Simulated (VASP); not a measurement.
# C (Imma) in VASP: further runs

C is run at these levels: r2SCAN; tasks: single point.

Everything below comes from runs of VASP 6.6.1. Logs are shortened: lines on timing, memory, paths and dates and some standing lists are left out, and cuts for length are marked.

## 1. The cell of the first run

It takes space group Imma (No. 74, orthorhombic). Conventional cell: a = 2.495 Å, b = 2.540 Å, c = 3.560 Å, α = 90.00°, β = 90.00°, γ = 90.00°. Within 2.0 Å of C (site symmetry mm2) lie 4 C at 1.53 to 1.55 Å.

## 2. Single point, r2SCAN (strain +0.0175 x Voigt [0, 0, 0, 1, 0, 0])

Input file POSCAR:

```
C
1.0
    0.0000000000      1.7957179476      1.7957179476
    1.7801417077      0.0155762399      1.7801417077
    1.7801417077      1.7801417077      0.0155762399
C
2
Direct
    0.5000000000      0.5000000000      0.5000000000
    0.7500000000      0.7500000000      0.7500000000
```

Input file INCAR.step1:

```
SYSTEM = C
  PREC = Accurate
  ENCUT = 910
  ISMEAR = 0
  SIGMA = 0.05
  LREAL = .FALSE.
  LASPH = .TRUE.
  NELM = 120
  NBANDS = 11
  GGA = PE
  ALGO = Normal
  EDIFF = 1E-5
  LWAVE = .TRUE.
  LCHARG = .FALSE.
  GGA_COMPAT = .FALSE.
```

Input file INCAR.step2:

```
SYSTEM = C
  PREC = Accurate
  ENCUT = 910
  EDIFF = 1E-6
  ISMEAR = 0
  SIGMA = 0.05
  LREAL = .FALSE.
  LASPH = .TRUE.
  NELM = 120
  ALGO = Normal
  ISIF = 2
  LWAVE = .FALSE.
  LCHARG = .FALSE.
  METAGGA = R2SCAN
  LMIXTAU = .TRUE.
  NBANDS = 11
  ISTART = 1
  GGA_COMPAT = .FALSE.
```

Input file KPOINTS:

```
regular mesh
0
G
  12 12 12
  0 0 0
```

Potentials or basis: VASP PAW PBE potentials, release 64 (C_h).

On the command line:

```bash
cat potpaw_PBE.64/C_h/POTCAR > POTCAR
cp INCAR.step1 INCAR
mpirun -np 1 vasp_std > vasp.out
cp INCAR.step2 INCAR
mpirun -np 1 vasp_std > vasp.out
```

OUTCAR:

```text
SYSTEM = C
   PREC = Accurate
   ENCUT = 910
   EDIFF = 1E-6
   ISMEAR = 0
   LREAL = .FALSE.
   LASPH = .TRUE.
   NELM = 120
   ISIF = 2
   METAGGA = R2SCAN
   ISTART = 1

 ion  position               nearest neighbor table
   1  0.500  0.500  0.500-
   2  0.750  0.750  0.750-

  LATTYP: Found a body centered orthorhombic cell.
 ALAT       =     2.4954724163
 B/A-ratio  =     1.0176544766
 C/A-ratio  =     1.4266971625

  Lattice vectors:

 A1 = (  -1.7801417077,   1.7801417077,   0.0155762399)
 A2 = (  -1.7801417077,  -1.7801417077,  -0.0155762399)
 A3 = (   1.7801417077,   0.0155762399,   1.7801417077)

Analysis of symmetry for initial positions (statically):
=====================================================================
 Subroutine PRICEL returns:
 Original cell was already a primitive cell.

 Routine SETGRP: Setting up the symmetry group for a
 body centered orthorhombic supercell.

 Subroutine GETGRP returns: Found  8 space group operations
 (whereof  4 operations were pure point group operations)
 out of a pool of  8 trial point group operations.

The static configuration has the point symmetry C_2v.
 The point group associated with its full space group is D_2h.

Analysis of symmetry for dynamics (positions and initial velocities):
=====================================================================
 Subroutine PRICEL returns:
 Original cell was already a primitive cell.

 Routine SETGRP: Setting up the symmetry group for a
 body centered orthorhombic supercell.

 Subroutine GETGRP returns: Found  8 space group operations
 (whereof  4 operations were pure point group operations)
 out of a pool of  8 trial point group operations.

The dynamic configuration has the point symmetry C_2v.
 The point group associated with its full space group is D_2h.

 Subroutine INISYM returns: Found  8 space group operations
 (whereof  4 operations are pure point group operations),
 and found     1 'primitive' translations

----------------------------------------------------------------------------------------

                                     Primitive cell

  volume of cell :      11.2813

  direct lattice vectors                    reciprocal lattice vectors
     0.000000000  1.795717948  1.795717948    -0.280876516  0.278440164  0.278440164
     1.780141708  0.015576240  1.780141708     0.280876516 -0.283355879  0.283355879
     1.780141708  1.780141708  0.015576240     0.280876516  0.283355879 -0.283355879

  length of vectors
     2.539528676  2.517548732  2.517548732     0.483683230  0.489359506  0.489359506

  position of ions in fractional coordinates (direct lattice)
     0.500000000  0.500000000  0.500000000
     0.750000000  0.750000000  0.750000000

  ion indices of the primitive-cell ions
   primitive index   ion index
                 1           1
                 2           2

----------------------------------------------------------------------------------------

 KPOINTS: regular mesh

Automatic generation of k-mesh.
 Grid dimensions read from file:
 generate k-points for:   12   12   12

 Generating k-lattice:

  Cartesian coordinates                     Fractional coordinates (reciprocal lattice)
    -0.023406376  0.023203347  0.023203347     0.083333333  0.000000000  0.000000000
     0.023406376 -0.023612990  0.023612990     0.000000000  0.083333333 -0.000000000
     0.023406376  0.023612990 -0.023612990     0.000000000  0.000000000  0.083333333

  Length of vectors
     0.040306936  0.040779959  0.040779959

  Shift w.r.t. Gamma in fractional coordinates (k-lattice)
     0.000000000  0.000000000  0.000000000

 Subroutine IBZKPT returns following result:
 ===========================================

 Found    280 irreducible k-points:

 Following reciprocal coordinates:
            Coordinates               Weight
  0.000000  0.000000  0.000000      1.000000
  0.083333 -0.000000 -0.000000      4.000000
  0.166667 -0.000000 -0.000000      4.000000
  0.250000  0.000000  0.000000      4.000000
  0.333333  0.000000  0.000000      4.000000
  0.416667 -0.000000 -0.000000      4.000000
[... 16 lines left out ...]
  0.250000  0.166667 -0.000000      8.000000
  0.333333  0.166667  0.000000      8.000000
 [... further k-points ...]
   k-points           NKPTS =    280   k-points in BZ     NKDIM =    280   number of bands    NBANDS=     11
   number of dos      NEDOS =    301   number of ions     NIONS =      2
   total plane-waves  NPLWV =  21952
   dimension x,y,z NGX =    28 NGY =   28 NGZ =   28
   dimension x,y,z NGXF=    56 NGYF=   56 NGZF=   56
   ions per type =               2
   NGX,Y,Z   is equivalent  to a cutoff of  18.33, 18.49, 18.49 a.u.
   NGXF,Y,Z  is equivalent  to a cutoff of  36.66, 36.98, 36.98 a.u.
 SYSTEM =  C
   PREC   = accura    normal or accurate (medium, high low for compatibility)
   ISTART =      1    job   : 0-new  1-cont  2-samecut
   ICHARG =      0    charge: 1-file 2-atom 10-const
   ISPIN  =      1    spin polarized calculation?
   LNONCOLLINEAR =      F non collinear calculations
   LSORBIT =      F    spin-orbit coupling
   LASPH  =      T    aspherical Exc in radial PAW
   ENCUT  =  910.0 eV  66.88 Ry    8.18 a.u.   6.25  6.19  6.19*2*pi/ulx,y,z
   NELM   =    120;   NELMIN=  2; NELMDL=  0     # of ELM steps
   EDIFF  = 0.1E-05   stopping-criterion for ELM
   LREAL  =      F    real-space projection
   EDIFFG = 0.1E-04   stopping-criterion for IOM
   NSW    =      0    number of steps for IOM
   IBRION =     -1    ionic relax: 0-MD 1-quasi-New 2-CG
   NFREE  =      0    steps in history (QN), initial steepest desc. (CG)
   ISIF   =      2    stress and relaxation
   ISYM   =      2    0-nonsym 1-usesym 2-fastsym
   POTIM  = 0.5000    time-step for ionic-motion
   TEBEG  =    0.0;   TEEND  =   0.0 temperature during run
   PSTRESS=    0.0 pullay stress
   NELECT =       8.0000    total number of electrons
   NUPDOWN=      -1.0000    fix difference up-down
   EMIN   =  10.00;   EMAX   =-10.00  energy-range for DOS
   EFERMI =   0.00;   METHOD = LEGACY
   ISMEAR =     0;   SIGMA  =   0.05  broadening in eV -4-tet -1-fermi 0-gaus
   EFERMI_NEDOS =   21; number of points for ismear=-14 and -15
   IALGO  =     38    algorithm
   IMIX   =      4    mixing-type and parameters
     AMIX     =   0.40;   BMIX     =  1.00
     AMIX_MAG =   1.60;   BMIX_MAG =  1.00
  volume/ion in A,a.u.               =       5.64        38.07
  Fermi-wavevector in a.u.,A,eV,Ry     =   1.459883  2.758779 28.997524  2.131258
  Thomas-Fermi vector in A             =   2.576398
   LORBIT       =      0    0 simple, 1 ext, 2 COOP (PROOUT), +10 PAW based schemes
   METAGGA = R2SCAN    functional components
   LHFCALC =     F    Hartree Fock is set to
   AEXX    =    0.0000 exact exchange contribution
   IVDW    =     0    specifies the selected vdW correction
   LEPSILON=     F    determine dielectric tensor
   LRPA    =     F    only Hartree local field effects (RPA)
 non-spin polarized calculation
 Gauss-broadening in eV      SIGMA  =   0.05
  energy-cutoff  :      910.00
  volume of cell :       11.28
 maximum number of plane-waves:       721
 NGX is ok and might be reduce to    28
   NGX = 13   NGY = 13   NGZ = 13

 number of electron       8.0000000 magnetization

 Free energy of the ion-electron system (eV)
  ---------------------------------------------------
  ext. energy  EPLUGINS =         0.00000000
  ---------------------------------------------------
  free energy    TOTEN  =       -19.71315917 eV

  energy without entropy =      -19.71315917  energy(sigma->0) =      -19.71315917

 E-fermi :  11.3707     XC(G=0): -14.3002

 val. band max:       10.9977972016   @ k =   0.0000   0.0000   0.0000
 cond. band min:      15.3605691349   @ k =   0.0000   0.3333   0.3333
 fundamental gap:      4.3627719333
 Fermi energy:        11.3707241774

 k-point     1 :       0.0000    0.0000    0.0000
  band No.  band energies     occupation
      1     -11.7514      2.00000
      2      10.9890      2.00000
      3      10.9955      2.00000
      4      10.9978      2.00000
      5      16.6167      0.00000
      6      16.8707      0.00000
      7      17.1656      0.00000
      8      25.0042      0.00000
      9      31.4767      0.00000
     10      38.4096      0.00000
     11      38.4185      0.00000

 k-point     2 :       0.0833   -0.0000   -0.0000
  band No.  band energies     occupation
      1     -11.5523      2.00000
      2       9.6277      2.00000
      3      10.6599      2.00000
      4      10.6696      2.00000
      5      17.1884      0.00000
      6      17.5968      0.00000
      7      17.6006      0.00000
      8      25.1895      0.00000
      9      31.8121      0.00000
     10      36.3613      0.00000
     11      36.5178      0.00000

 k-point     3 :       0.1667   -0.0000   -0.0000
  band No.  band energies     occupation
      1     -10.9582      2.00000
      2       6.8946      2.00000
      3       9.9402      2.00000
      4       9.9464      2.00000
      5      18.1647      0.00000
      6      18.5417      0.00000
      7      18.8659      0.00000
      8      25.7348      0.00000
      9      32.5272      0.00000
     10      34.7124      0.00000
     11      34.9523      0.00000

 k-point     4 :       0.2500    0.0000    0.0000
  band No.  band energies     occupation
      1      -9.9786      2.00000
      2       3.8881      2.00000
      3       9.1908      2.00000
      4       9.1985      2.00000
      5      19.0617      0.00000
      6      19.4290      0.00000
      7      19.7326      0.00000
      8      26.5164      0.00000
      9      32.9863      0.00000
     10      34.2836      0.00000
     11      34.5953      0.00000
[... 239 lines left out ...]
 k-point    22 :       0.1667    0.1667    0.0000
  band No.  band energies     occupation
      1     -10.6802      2.00000
      2       8.2555      2.00000
      3       8.2571      2.00000
      4       8.5686      2.00000
      5      16.1916      0.00000
      6      20.5549      0.00000
      7      20.5764      0.00000
      8      24.3989      0.00000
      9      31.7721      0.00000
     10      33.1725      0.00000
     11      39.7694      0.00000

 k-point    23 :       0.2500    0.1667   -0.0000
  band No.  band energies     occupation
      1      -9.9640      2.00000
      2       5.9934      2.00000
      3       7.4844      2.00000
      4       8.1024      2.00000
      5      16.5268      0.00000
      6      21.7578      0.00000
      7      21.8493      0.00000
      8      23.6112      0.00000
      9      31.9395      0.00000
     10      33.8271      0.00000
     11      39.3586      0.00000

 k-point    24 :       0.3333    0.1667    0.0000
  band No.  band energies     occupation
      1      -8.8723      2.00000
      2       3.2733      2.00000
      3       6.9595      2.00000
      4       7.3196      2.00000
      5      17.4019      0.00000
      6      22.4708      0.00000
      7      22.6528      0.00000
      8      23.5352      0.00000
      9      32.9646      0.00000
     10      34.0420      0.00000
     11      39.2246      0.00000

 [... further k-points ...]
[... 5 lines left out ...]
  --------------------------------------------------------------------------------------
  -------------------------------------------------------------------------------------
  Total       -0.0570528     -0.0428862     -0.0428862      0.0000000     -0.7256415      0.0000000
  in kB       -8.1026551     -6.0907096     -6.0907096      0.0000000   -103.0557435      0.0000000
  external PRESSURE =      -6.7613581 kB  Pullay stress =       0.0000000 kB

 VOLUME and BASIS-vectors are now :
 -----------------------------------------------------------------------------
  energy-cutoff  :      910.00
  volume of cell :       11.28
      direct lattice vectors                 reciprocal lattice vectors
     0.000000000  1.795717948  1.795717948    -0.280876516  0.278440164  0.278440164
     1.780141708  0.015576240  1.780141708     0.280876516 -0.283355879  0.283355879
     1.780141708  1.780141708  0.015576240     0.280876516  0.283355879 -0.283355879

 POSITION                                       TOTAL-FORCE (eV/Angst)
 -----------------------------------------------------------------------------------
      1.78014      1.79572      1.79572         0.036638      0.000000     -0.000000
      2.67021      2.69358      2.69358        -0.036638      0.000000      0.000000
 -----------------------------------------------------------------------------------
    total drift:                                0.000000      0.000000      0.000000

  FREE ENERGIE OF THE ION-ELECTRON SYSTEM (eV)
  ---------------------------------------------------
  free  energy   TOTEN  =       -19.7131591654 eV

  energy  without entropy=      -19.7131591654  energy(sigma->0) =      -19.71315917
```

Wall time 2.2 min (1 thread of Intel Xeon 6975P-C (Granite Rapids), shared host); peak memory 0.19 GiB.

Results:

| Quantity | Value |
| --- | --- |
| Free energy | -19.7132 eV |
| Pressure | -0.7 GPa |
| Largest force | 0.037 eV/Å |
| Band gap on the k mesh | 4.36 eV (least direct gap 5.62 eV) |

Forces in eV/Å, atoms in the order of the input:
```
C    0.037  0.000  0.000
C   -0.037  0.000  0.000
```

Caveat: the cell differs from its parent crystal (strain +0.0175 x Voigt [0, 0, 0, 1, 0, 0]); the cutoff is under 1.25 times the usual one of these potentials, so pressure, stress and relaxed cells hold a basis-set (Pulay) error; the PAW data sets were made with another functional, which shifts forces and pressure a little.

## 3. Single point, r2SCAN (strain -0.0100 x Voigt [0, 0, 0, 1, 0, 0])

Input file POSCAR:

```
C
1.0
    0.0000000000      1.7712409992      1.7712409992
    1.7801417077     -0.0089007085      1.7801417077
    1.7801417077      1.7801417077     -0.0089007085
C
2
Direct
    0.5000000000      0.5000000000      0.5000000000
    0.7500000000      0.7500000000      0.7500000000
```

Input file INCAR.step1:

```
  PREC = Accurate
  ENCUT = 910
  ISMEAR = 0
  SIGMA = 0.05
  LREAL = False
  LASPH = True
  NELM = 120
  NBANDS = 11
  GGA = PE
  ALGO = Normal
  EDIFF = 1E-5
  LWAVE = True
  LCHARG = False
  GGA_COMPAT = False
```

Input file INCAR.step2:

```
  PREC = Accurate
  ENCUT = 910
  EDIFF = 1E-6
  ISMEAR = 0
  SIGMA = 0.05
  LREAL = False
  LASPH = True
  NELM = 120
  ALGO = Normal
  ISIF = 2
  LWAVE = False
  LCHARG = True
  METAGGA = R2SCAN
  LMIXTAU = True
  LELF = True
  LVHAR = True
  NBANDS = 11
  ISTART = 1
  GGA_COMPAT = False
```

Input file KPOINTS:

```
regular mesh
0
Gamma
  12 12 12
```

Potentials or basis: VASP PAW PBE potentials, release 64 (C_h).

On the command line:

```bash
cat potpaw_PBE.64/C_h/POTCAR > POTCAR
cp INCAR.step1 INCAR
mpirun -np 1 vasp_std > vasp.out
cp INCAR.step2 INCAR
mpirun -np 1 vasp_std > vasp.out
```

Wall time 7.6 min (1 thread of AMD EPYC 7R43 (Zen 3), shared host); peak memory 0.16 GiB.

It converged, with:

```yaml
Free_energy: -19.7174 eV
Pressure: -0.8 GPa
Largest_force: 0.021 eV/Å
Band_gap_on_the_k_mesh: 4.38 eV (least direct gap 5.74 eV)
```

Forces on the atoms (eV/Å):
```
C   -0.021  0.000  0.000
C    0.021  0.000  0.000
```

Stress tensor (GPa, compression positive):
```
-0.83  0.00  0.00
 0.00 -0.77  5.89
 0.00  5.89 -0.77
```

Levels at points of the mesh, in eV from the valence-band top:
| k point | band 2 | band 3 | band 4 | band 5 | band 6 | band 7 |
| --- | --- | --- | --- | --- | --- | --- |
| (0.00, 0.00, 0.00) | 0.00 | 0.00 | 0.00 | 5.74 | 5.89 | 6.05 |
| (0.50, 0.00, 0.00) | -14.09 | -3.04 | -3.02 | 8.82 | 8.92 | 9.17 |
| (0.00, 0.50, 0.00) | -14.08 | -2.95 | -2.92 | 8.86 | 9.05 | 9.38 |
| (0.50, 0.50, 0.00) | -13.61 | -6.68 | -6.68 | 5.04 | 5.04 | 18.00 |
| (0.00, 0.50, 0.50) | -13.55 | -6.78 | -6.57 | 4.83 | 5.24 | 17.99 |

Caveat: the cell differs from its parent crystal (strain -0.0100 x Voigt [0, 0, 0, 1, 0, 0]); the cutoff is under 1.25 times the usual one of these potentials, so pressure, stress and relaxed cells hold a basis-set (Pulay) error; the PAW data sets were made with another functional, which shifts forces and pressure a little.

## 4. Single point, r2SCAN (strain +0.0075 x Voigt [0, 0, 0, 1, 0, 0])

Input file POSCAR:

```
C
1.0
    0.0000000000      1.7868172391      1.7868172391
    1.7801417077      0.0066755314      1.7801417077
    1.7801417077      1.7801417077      0.0066755314
C
2
Direct
    0.5000000000      0.5000000000      0.5000000000
    0.7500000000      0.7500000000      0.7500000000
```

Input file INCAR.step1:

```
PREC = Accurate
ENCUT = 910
ISMEAR = 0
SIGMA = 0.05
LREAL = F
LASPH = T
NELM = 120
NBANDS = 11
GGA = PE
ALGO = Normal
EDIFF = 1E-5
LWAVE = T
LCHARG = F
GGA_COMPAT = F
```

Input file INCAR.step2:

```
PREC = Accurate
ENCUT = 910
EDIFF = 1E-6
ISMEAR = 0
SIGMA = 0.05
LREAL = F
LASPH = T
NELM = 120
ALGO = Normal
ISIF = 2
LWAVE = F
LCHARG = F
METAGGA = R2SCAN
LMIXTAU = T
NBANDS = 11
ISTART = 1
GGA_COMPAT = F
```

Input file KPOINTS:

```
Automatic mesh
0
Gamma
  12 12 12
```

On the command line:

```bash
cat potpaw_PBE.64/C_h/POTCAR > POTCAR
cp INCAR.step1 INCAR
mpirun -np 1 vasp_std > vasp.out
cp INCAR.step2 INCAR
mpirun -np 1 vasp_std > vasp.out
```

It took 3.1 min on 1 thread of Intel Xeon 6975P-C (Granite Rapids), shared host; peak memory 0.19 GiB.

Results (log left out):

```
Free energy            : -19.7183 eV
Pressure               : -0.8 GPa
Largest force          : 0.016 eV/Å
Band gap on the k mesh : 4.38 eV (least direct gap 5.78 eV)
```

Forces in eV/Å, atoms in the order of the input:
```
C    0.016  0.000  0.000
C   -0.016  0.000  0.000
```

Stress tensor (GPa, compression positive):
```
-0.84  0.00  0.00
 0.00 -0.80 -4.42
 0.00 -4.42 -0.80
```

Levels at points of the mesh, in eV from the valence-band top:
```csv
k point,band 2,band 3,band 4,band 5,band 6,band 7
"(0.00, 0.00, 0.00)",0.00,0.00,0.00,5.78,5.89,6.01
"(0.50, 0.00, 0.00)",-14.08,-2.96,-2.94,8.88,9.02,9.34
"(0.00, 0.50, 0.00)",-14.09,-3.03,-3.01,8.85,8.94,9.17
"(0.50, 0.50, 0.00)",-13.61,-6.68,-6.68,5.04,5.04,18.00
"(0.00, 0.50, 0.50)",-13.56,-6.75,-6.60,4.88,5.19,17.99
```

Caveat: the cell differs from its parent crystal (strain +0.0075 x Voigt [0, 0, 0, 1, 0, 0]); the cutoff is under 1.25 times the usual one of these potentials, so pressure, stress and relaxed cells hold a basis-set (Pulay) error; the PAW data sets were made with another functional, which shifts forces and pressure a little.

## 5. The runs side by side

```csv
cell,gap on the mesh (eV),pressure (GPa),largest force (eV/Å)
"a = 2.540, b = 2.518, c = 2.518 Å, angles 59.4, 59.7, 59.7°, 2 atoms",4.36,-0.7,0.04
"a = 2.505, b = 2.518, c = 2.518 Å, angles 60.3, 60.2, 60.2°, 2 atoms",4.38,-0.8,0.02
"a = 2.527, b = 2.518, c = 2.518 Å, angles 59.8, 59.9, 59.9°, 2 atoms",4.38,-0.8,0.02
```

Alike in all rows: task single point; level r2SCAN; potentials or basis VASP PAW PBE potentials, release 64 (C_h); no spin polarisation; k mesh 12 × 12 × 12; cutoff (eV) 910; smearing gaussian 0.05 eV.

Caveats: the cutoff is under 1.25 times the usual one of these potentials, so pressure, stress and relaxed cells hold a basis-set (Pulay) error; the PAW data sets were made with another functional, which shifts forces and pressure a little.

Total energies depend on the potentials used, so only differences within one code and one set of settings carry meaning.
